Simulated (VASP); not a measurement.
# RbCl (Fm-3m) in VASP: further runs, part 3 of 3

VASP 6.6.1. The steps go on from the part before.

## Step 4: Single point, PBE

This run uses another cell than the first one, of 37.90 Å³/atom, 1.080 times its volume.

Contents of INCAR:

```
PREC = Accurate ; ENCUT = 500
EDIFF = 1E-6 ; ISMEAR = 0
SIGMA = 0.01 ; LREAL = False
LASPH = True ; NELM = 120
ALGO = Normal ; ISIF = 2
LWAVE = False ; LCHARG = False
GGA = PE ; NBANDS = 15
GGA_COMPAT = False
```

Contents of KPOINTS:

```
regular mesh
0
Gamma
  5 5 5
```

Contents of POSCAR:

```
RbCl
1.0
    0.0000000000      3.3590767497      3.3590767497
    3.3590767497      0.0000000000      3.3590767497
    3.3590767497      3.3590767497      0.0000000000
Rb Cl
1 1
Direct
    0.0000000000      0.0000000000      0.0000000000
    0.5000000000      0.5000000000      0.5000000000
```

Potentials or basis: VASP PAW PBE potentials, release 64 (Rb_sv, Cl).

Command:

```
$ cat potpaw_PBE.64/Rb_sv/POTCAR potpaw_PBE.64/Cl/POTCAR > POTCAR
$ mpirun -np 1 vasp_std > vasp.out
```

OUTCAR:

```text
PREC = Accurate
   ENCUT = 500
   EDIFF = 1E-6
   ISMEAR = 0
   LREAL = False
   LASPH = True
   NELM = 120
   ISIF = 2
   GGA = PE

 ion  position               nearest neighbor table
   1  0.000  0.000  0.000-   2 3.36   2 3.36   2 3.36   2 3.36   2 3.36   2 3.36
   2  0.500  0.500  0.500-   1 3.36   1 3.36   1 3.36   1 3.36   1 3.36   1 3.36

  LATTYP: Found a face centered cubic cell.
 ALAT       =     6.7181534994

  Lattice vectors:

 A1 = (   0.0000000000,   3.3590767497,   3.3590767497)
 A2 = (   3.3590767497,   0.0000000000,   3.3590767497)
 A3 = (   3.3590767497,   3.3590767497,   0.0000000000)

Analysis of symmetry for initial positions (statically):
=====================================================================
 Subroutine PRICEL returns:
 Original cell was already a primitive cell.

 Routine SETGRP: Setting up the symmetry group for a
 face centered cubic supercell.

 Subroutine GETGRP returns: Found 48 space group operations
 (whereof 48 operations were pure point group operations)
 out of a pool of 48 trial point group operations.

The static configuration has the point symmetry O_h .

Analysis of symmetry for dynamics (positions and initial velocities):
=====================================================================
 Subroutine PRICEL returns:
 Original cell was already a primitive cell.

 Routine SETGRP: Setting up the symmetry group for a
 face centered cubic supercell.

 Subroutine GETGRP returns: Found 48 space group operations
 (whereof 48 operations were pure point group operations)
 out of a pool of 48 trial point group operations.

The dynamic configuration has the point symmetry O_h .

 Subroutine INISYM returns: Found 48 space group operations
 (whereof 48 operations are pure point group operations),
 and found     1 'primitive' translations

----------------------------------------------------------------------------------------

                                     Primitive cell

  volume of cell :      75.8036

  direct lattice vectors                    reciprocal lattice vectors
     0.000000000  3.359076750  3.359076750    -0.148850424  0.148850424  0.148850424
     3.359076750  0.000000000  3.359076750     0.148850424 -0.148850424  0.148850424
     3.359076750  3.359076750  0.000000000     0.148850424  0.148850424 -0.148850424

  length of vectors
     4.750451896  4.750451896  4.750451896     0.257816498  0.257816498  0.257816498

  position of ions in fractional coordinates (direct lattice)
     0.000000000  0.000000000  0.000000000
     0.500000000  0.500000000  0.500000000

  ion indices of the primitive-cell ions
   primitive index   ion index
                 1           1
                 2           2

----------------------------------------------------------------------------------------

 KPOINTS: regular mesh

Automatic generation of k-mesh.
 Grid dimensions read from file:
 generate k-points for:    5    5    5

 Generating k-lattice:

  Cartesian coordinates                     Fractional coordinates (reciprocal lattice)
    -0.029770085  0.029770085  0.029770085     0.200000000  0.000000000  0.000000000
     0.029770085 -0.029770085  0.029770085     0.000000000  0.200000000  0.000000000
     0.029770085  0.029770085 -0.029770085     0.000000000  0.000000000  0.200000000

  Length of vectors
     0.051563300  0.051563300  0.051563300

[... 22 lines left out ...]
   total plane-waves  NPLWV =  46656
   dimension x,y,z NGX =    36 NGY =   36 NGZ =   36
   dimension x,y,z NGXF=    72 NGYF=   72 NGZF=   72
   ions per type =               1   1
   NGX,Y,Z   is equivalent  to a cutoff of  12.60, 12.60, 12.60 a.u.
   NGXF,Y,Z  is equivalent  to a cutoff of  25.20, 25.20, 25.20 a.u.
 SYSTEM =  unknown system
   PREC   = accura    normal or accurate (medium, high low for compatibility)
   ISTART =      0    job   : 0-new  1-cont  2-samecut
   ICHARG =      2    charge: 1-file 2-atom 10-const
   ISPIN  =      1    spin polarized calculation?
   LNONCOLLINEAR =      F non collinear calculations
   LSORBIT =      F    spin-orbit coupling
   LASPH  =      T    aspherical Exc in radial PAW
   ENCUT  =  500.0 eV  36.75 Ry    6.06 a.u.   8.66  8.66  8.66*2*pi/ulx,y,z
   NELM   =    120;   NELMIN=  2; NELMDL= -5     # of ELM steps
   EDIFF  = 0.1E-05   stopping-criterion for ELM
   LREAL  =      F    real-space projection
   EDIFFG = 0.1E-04   stopping-criterion for IOM
   NSW    =      0    number of steps for IOM
   IBRION =     -1    ionic relax: 0-MD 1-quasi-New 2-CG
   NFREE  =      0    steps in history (QN), initial steepest desc. (CG)
   ISIF   =      2    stress and relaxation
   ISYM   =      2    0-nonsym 1-usesym 2-fastsym
   POTIM  = 0.5000    time-step for ionic-motion
   TEBEG  =    0.0;   TEEND  =   0.0 temperature during run
   PSTRESS=    0.0 pullay stress
   NELECT =      16.0000    total number of electrons
   NUPDOWN=      -1.0000    fix difference up-down
   EMIN   =  10.00;   EMAX   =-10.00  energy-range for DOS
   EFERMI =   0.00;   METHOD = LEGACY
   ISMEAR =     0;   SIGMA  =   0.01  broadening in eV -4-tet -1-fermi 0-gaus
   EFERMI_NEDOS =   21; number of points for ismear=-14 and -15
   IALGO  =     38    algorithm
   IMIX   =      4    mixing-type and parameters
     AMIX     =   0.40;   BMIX     =  1.00
     AMIX_MAG =   1.60;   BMIX_MAG =  1.00
  volume/ion in A,a.u.               =      37.90       255.77
  Fermi-wavevector in a.u.,A,eV,Ry     =   0.974731  1.841975 12.926910  0.950101
  Thomas-Fermi vector in A             =   2.105214
   LORBIT       =      0    0 simple, 1 ext, 2 COOP (PROOUT), +10 PAW based schemes
   GGA     = PE    functional components
   LHFCALC =     F    Hartree Fock is set to
   AEXX    =    0.0000 exact exchange contribution
   IVDW    =     0    specifies the selected vdW correction
   LEPSILON=     F    determine dielectric tensor
   LRPA    =     F    only Hartree local field effects (RPA)
 non-spin polarized calculation
 Gauss-broadening in eV      SIGMA  =   0.01
  energy-cutoff  :      500.00
  volume of cell :       75.80
 maximum number of plane-waves:      1937
   NGX = 17   NGY = 17   NGZ = 17

 number of electron      15.9999999 magnetization

 Free energy of the ion-electron system (eV)
  ---------------------------------------------------
  ext. energy  EPLUGINS =         0.00000000
  ---------------------------------------------------
  free energy    TOTEN  =        -6.67570646 eV

  energy without entropy =       -6.67570646  energy(sigma->0) =       -6.67570646

 E-fermi :  -2.0245     XC(G=0):  -7.1068

 val. band max:       -2.0975527365   @ k =   0.0000   0.0000   0.0000
 cond. band min:       2.7083412473   @ k =   0.0000   0.0000   0.0000
 fundamental gap:      4.8058939838
 Fermi energy:        -2.0244517744

 k-point     1 :       0.0000    0.0000    0.0000
  band No.  band energies     occupation
      1     -26.1717      2.00000
      2     -14.0435      2.00000
      3     -10.2205      2.00000
      4     -10.2205      2.00000
      5     -10.2205      2.00000
      6      -2.0976      2.00000
      7      -2.0976      2.00000
      8      -2.0976      2.00000
      9       2.7083      0.00000
     10       5.8476      0.00000
     11       5.8476      0.00000
     12       5.8476      0.00000
     13       6.7920      0.00000
     14       6.7920      0.00000
[... 149 lines left out ...]
      2     -14.0357      2.00000
      3     -10.3386      2.00000
      4     -10.3337      2.00000
      5     -10.2214      2.00000
      6      -2.5474      2.00000
      7      -2.3625      2.00000
      8      -2.2908      2.00000
      9       5.1187      0.00000
     10       5.6410      0.00000
     11       6.9143      0.00000
     12       7.6274      0.00000
     13       8.6731      0.00000
     14       8.7412      0.00000
     15       9.6083      0.00000

------------------------ aborting loop because EDIFF is reached ----------------------------------------

  FORCE on cell =-STRESS in cart. coord.  units (eV):
  Direction    XX          YY          ZZ          XY          YZ          ZX
  --------------------------------------------------------------------------------------
  -------------------------------------------------------------------------------------
  Total       -0.0613277     -0.0613277     -0.0613277      0.0000000      0.0000000      0.0000000
  in kB       -1.2962168     -1.2962168     -1.2962168      0.0000000      0.0000000      0.0000000
  external PRESSURE =      -1.2962168 kB  Pullay stress =       0.0000000 kB

 VOLUME and BASIS-vectors are now :
 -----------------------------------------------------------------------------
  energy-cutoff  :      500.00
  volume of cell :       75.80
      direct lattice vectors                 reciprocal lattice vectors
     0.000000000  3.359076750  3.359076750    -0.148850424  0.148850424  0.148850424
     3.359076750  0.000000000  3.359076750     0.148850424 -0.148850424  0.148850424
     3.359076750  3.359076750  0.000000000     0.148850424  0.148850424 -0.148850424

 POSITION                                       TOTAL-FORCE (eV/Angst)
 -----------------------------------------------------------------------------------
      0.00000      0.00000      0.00000         0.000000     -0.000000      0.000000
      3.35908      3.35908      3.35908        -0.000000      0.000000     -0.000000
 -----------------------------------------------------------------------------------
    total drift:                                0.000000      0.000000      0.000000

  FREE ENERGIE OF THE ION-ELECTRON SYSTEM (eV)
  ---------------------------------------------------
  free  energy   TOTEN  =        -6.6757064632 eV

  energy  without entropy=       -6.6757064632  energy(sigma->0) =       -6.67570646
```

stdout:

```text
POSCAR found type information on POSCAR RbCl
 POSCAR found :  2 types and       2 ions
 scaLAPACK will be used
 LDA part: xc-table for (Slater+PW92), standard interpolation
 POSCAR, INCAR and KPOINTS ok, starting setup
 FFT: planning ... GRIDC
 FFT: planning ... GRID_SOFT
 FFT: planning ... GRID
 WAVECAR not read
 entering main loop
```

It took 14 s on 1 thread of AMD EPYC 7R13 (Zen 3), shared host; peak memory 0.17 GiB.

What came out:

```
Free energy            : -6.6757 eV
Pressure               : -0.1 GPa
Band gap on the k mesh : 4.81 eV, direct
```

Levels at points of the mesh, in eV from the valence-band top:
```
           k point  band 6  band 7  band 8  band 9  band 10  band 11
(0.00, 0.00, 0.00)    0.00    0.00    0.00    4.81     7.95     7.95
```

PBE gaps usually lie below the measured ones, often by a third to a half.

## Step 5: Single point, PBE

This run uses another cell than the first one, of 39.31 Å³/atom, 1.120 times its volume.

Contents of INCAR:

```
SYSTEM = RbCl
PREC = Accurate
ENCUT = 500
EDIFF = 1E-6
ISMEAR = 0
SIGMA = 0.01
LREAL = .False.
LASPH = .True.
NELM = 120
ALGO = Normal
ISIF = 2
LWAVE = .False.
LCHARG = .False.
GGA = PE
NBANDS = 15
GGA_COMPAT = .False.
```

Contents of KPOINTS:

```
Automatic mesh
0
Gamma
  5 5 5
  0 0 0
```

Contents of POSCAR:

```
RbCl
1.0
    0.0000000000      3.4000451379      3.4000451379
    3.4000451379      0.0000000000      3.4000451379
    3.4000451379      3.4000451379      0.0000000000
Rb Cl
1 1
Direct
    0.0000000000      0.0000000000      0.0000000000
    0.5000000000      0.5000000000      0.5000000000
```

Potentials or basis: VASP PAW PBE potentials, release 64 (Rb_sv, Cl).

Command:

```
$ cat potpaw_PBE.64/Rb_sv/POTCAR potpaw_PBE.64/Cl/POTCAR > POTCAR
$ mpirun -np 1 vasp_std > vasp.out
```

OUTCAR:

```text
SYSTEM = RbCl
   PREC = Accurate
   ENCUT = 500
   EDIFF = 1E-6
   ISMEAR = 0
   LREAL = .False.
   LASPH = .True.
   NELM = 120
   ISIF = 2
   GGA = PE

 ion  position               nearest neighbor table
   1  0.000  0.000  0.000-   2 3.40   2 3.40   2 3.40   2 3.40   2 3.40   2 3.40
   2  0.500  0.500  0.500-   1 3.40   1 3.40   1 3.40   1 3.40   1 3.40   1 3.40

  LATTYP: Found a face centered cubic cell.
 ALAT       =     6.8000902758

  Lattice vectors:

 A1 = (   0.0000000000,   3.4000451379,   3.4000451379)
 A2 = (   3.4000451379,   0.0000000000,   3.4000451379)
 A3 = (   3.4000451379,   3.4000451379,   0.0000000000)

Analysis of symmetry for initial positions (statically):
=====================================================================
 Subroutine PRICEL returns:
 Original cell was already a primitive cell.

 Routine SETGRP: Setting up the symmetry group for a
 face centered cubic supercell.

 Subroutine GETGRP returns: Found 48 space group operations
 (whereof 48 operations were pure point group operations)
 out of a pool of 48 trial point group operations.

The static configuration has the point symmetry O_h .

Analysis of symmetry for dynamics (positions and initial velocities):
=====================================================================
 Subroutine PRICEL returns:
 Original cell was already a primitive cell.

 Routine SETGRP: Setting up the symmetry group for a
 face centered cubic supercell.

 Subroutine GETGRP returns: Found 48 space group operations
 (whereof 48 operations were pure point group operations)
 out of a pool of 48 trial point group operations.

The dynamic configuration has the point symmetry O_h .

 Subroutine INISYM returns: Found 48 space group operations
 (whereof 48 operations are pure point group operations),
 and found     1 'primitive' translations

----------------------------------------------------------------------------------------

                                     Primitive cell

  volume of cell :      78.6111

  direct lattice vectors                    reciprocal lattice vectors
     0.000000000  3.400045138  3.400045138    -0.147056871  0.147056871  0.147056871
[... 104 lines left out ...]
  energy-cutoff  :      500.00
  volume of cell :       78.61
 maximum number of plane-waves:      2008
   NGX = 17   NGY = 17   NGZ = 17

 number of electron      15.9999998 magnetization

 Free energy of the ion-electron system (eV)
  ---------------------------------------------------
  ext. energy  EPLUGINS =         0.00000000
  ---------------------------------------------------
  free energy    TOTEN  =        -6.66995271 eV

  energy without entropy =       -6.66995271  energy(sigma->0) =       -6.66995271

 E-fermi :  -2.1519     XC(G=0):  -6.9659

 val. band max:       -2.2165684259   @ k =   0.0000   0.0000   0.0000
 cond. band min:       2.4819000279   @ k =   0.0000   0.0000   0.0000
 fundamental gap:      4.6984684538
 Fermi energy:        -2.1519086108

 k-point     1 :       0.0000    0.0000    0.0000
  band No.  band energies     occupation
      1     -26.3842      2.00000
      2     -14.1347      2.00000
      3     -10.4327      2.00000
      4     -10.4327      2.00000
      5     -10.4327      2.00000
      6      -2.2166      2.00000
      7      -2.2166      2.00000
      8      -2.2166      2.00000
      9       2.4819      0.00000
     10       5.6934      0.00000
     11       5.6934      0.00000
     12       5.6934      0.00000
     13       6.6159      0.00000
     14       6.6159      0.00000
[... 149 lines left out ...]
      2     -14.1255      2.00000
      3     -10.5356      2.00000
      4     -10.5310      2.00000
      5     -10.4351      2.00000
      6      -2.6420      2.00000
      7      -2.4665      2.00000
      8      -2.4067      2.00000
      9       4.9601      0.00000
     10       5.3907      0.00000
     11       6.6610      0.00000
     12       7.3175      0.00000
     13       8.4005      0.00000
     14       8.4540      0.00000
     15       9.2802      0.00000

------------------------ aborting loop because EDIFF is reached ----------------------------------------

  FORCE on cell =-STRESS in cart. coord.  units (eV):
  Direction    XX          YY          ZZ          XY          YZ          ZX
  --------------------------------------------------------------------------------------
  -------------------------------------------------------------------------------------
  Total       -0.2853653     -0.2853653     -0.2853653     -0.0000000     -0.0000000     -0.0000000
  in kB       -5.8160444     -5.8160444     -5.8160444     -0.0000000     -0.0000000     -0.0000000
  external PRESSURE =      -5.8160444 kB  Pullay stress =       0.0000000 kB

 VOLUME and BASIS-vectors are now :
 -----------------------------------------------------------------------------
  energy-cutoff  :      500.00
  volume of cell :       78.61
      direct lattice vectors                 reciprocal lattice vectors
     0.000000000  3.400045138  3.400045138    -0.147056871  0.147056871  0.147056871
     3.400045138  0.000000000  3.400045138     0.147056871 -0.147056871  0.147056871
     3.400045138  3.400045138  0.000000000     0.147056871  0.147056871 -0.147056871

 POSITION                                       TOTAL-FORCE (eV/Angst)
 -----------------------------------------------------------------------------------
      0.00000      0.00000      0.00000        -0.000000     -0.000000     -0.000000
      3.40005      3.40005      3.40005         0.000000      0.000000      0.000000
 -----------------------------------------------------------------------------------
    total drift:                                0.000000      0.000000      0.000000

  FREE ENERGIE OF THE ION-ELECTRON SYSTEM (eV)
  ---------------------------------------------------
  free  energy   TOTEN  =        -6.6699527085 eV

  energy  without entropy=       -6.6699527085  energy(sigma->0) =       -6.66995271
```

stdout:

```text
POSCAR found type information on POSCAR RbCl
 POSCAR found :  2 types and       2 ions
 scaLAPACK will be used
 LDA part: xc-table for (Slater+PW92), standard interpolation
 POSCAR, INCAR and KPOINTS ok, starting setup
 FFT: planning ... GRIDC
 FFT: planning ... GRID_SOFT
 FFT: planning ... GRID
 WAVECAR not read
 entering main loop
```

It took 14 s on 1 thread of AMD EPYC 7R13 (Zen 3), shared host; peak memory 0.17 GiB.

What came out:

| Item | Value |
| --- | --- |
| Free energy | -6.6700 eV |
| Pressure | -0.6 GPa |
| Band gap on the k mesh | 4.70 eV, direct |

## Step 6: Summary

| cell | gap on the mesh (eV) | pressure (GPa) |
| --- | --- | --- |
| a = 4.630 Å, angles 60.0°, 2 atoms | 5.05 | 1.2 |
| a = 4.691 Å, angles 60.0°, 2 atoms | 4.92 | 0.4 |
| a = 4.750 Å, angles 60.0°, 2 atoms | 4.81 | -0.1 |
| a = 4.808 Å, angles 60.0°, 2 atoms | 4.70 | -0.6 |

Alike in all rows: task single point; level PBE; potentials or basis VASP PAW PBE potentials, release 64 (Rb_sv, Cl); no spin polarisation; k mesh 5 × 5 × 5; cutoff (eV) 500; smearing gaussian 0.01 eV.

Total energies depend on the potentials used, so only differences within one code and one set of settings carry meaning.
